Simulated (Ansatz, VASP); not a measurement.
# Mo in VASP and in Ansatz

File INCAR:

```
ALGO = Fast ; EDIFF = 1E-7
ENCUT = 520 ; ISIF = 2
ISMEAR = 0 ; LASPH = True
LCHARG = False ; LREAL = False
LWAVE = False ; NBANDS = 13
NELM = 100 ; PREC = Accurate
SIGMA = 0.15
```

KPOINTS

```
k-points
0
Gamma
  24 24 24
```

The input POSCAR:

```
Mo
1.0
   -1.7066507299      1.7066507299      1.3311875693
    1.7066507299     -1.7066507299      1.3311875693
    1.7066507299      1.7066507299     -1.3311875693
Mo
1
Direct
    0.0000000000      0.0000000000      0.0000000000
```

Input for Ansatz:

```yaml
crystal:
  lattice:
    - [-1.7066507299, 1.7066507299, 1.3311875693]
    - [1.7066507299, -1.7066507299, 1.3311875693]
    - [1.7066507299, 1.7066507299, -1.3311875693]
  atoms:
    - { symbol: Mo, position: [0.0, 0.0, 0.0] }
basis:
  ecutwfc: 420
kpoints:
  mp_grid: { grid: [24, 24, 24] }
hamiltonian:
  xc: lda
scf:
  occupations: { method: gaussian, width: 0.15 }
output:
  forces: true
  stress: true
  eigenvalues: true
```

Alike in both runs: task single point; functional LDA; k mesh 24 × 24 × 24; occupations gaussian, width 0.15 eV; no spin polarisation.

|  | VASP | Ansatz |
| --- | --- | --- |
| version | VASP 6.6.1 | Ansatz 0.2.0 |
| potentials or method | VASP PAW LDA potentials, release 64 (Mo_sv), cutoff 520 eV | scalar-relativistic, plane waves, PAW |
| valence electrons in the cell | 14 | 14 |

Ansatz gave:

- gap on the k mesh at the Fermi level (eV): none
- pressure (GPa): -1.2
- traceless stress, the component that is largest in VASP (GPa): 18.58

Task: What did VASP give for the same quantities?

Result: gap on the k mesh at the Fermi level (eV): none; pressure (GPa): -0.1; traceless stress, the component that is largest in VASP (GPa): 18.74.

LDA's correlation is that of Perdew and Zunger in VASP and of Perdew and Wang (1992) in Ansatz. A gap of «none» marks a metal or a gap that the smearing closes.
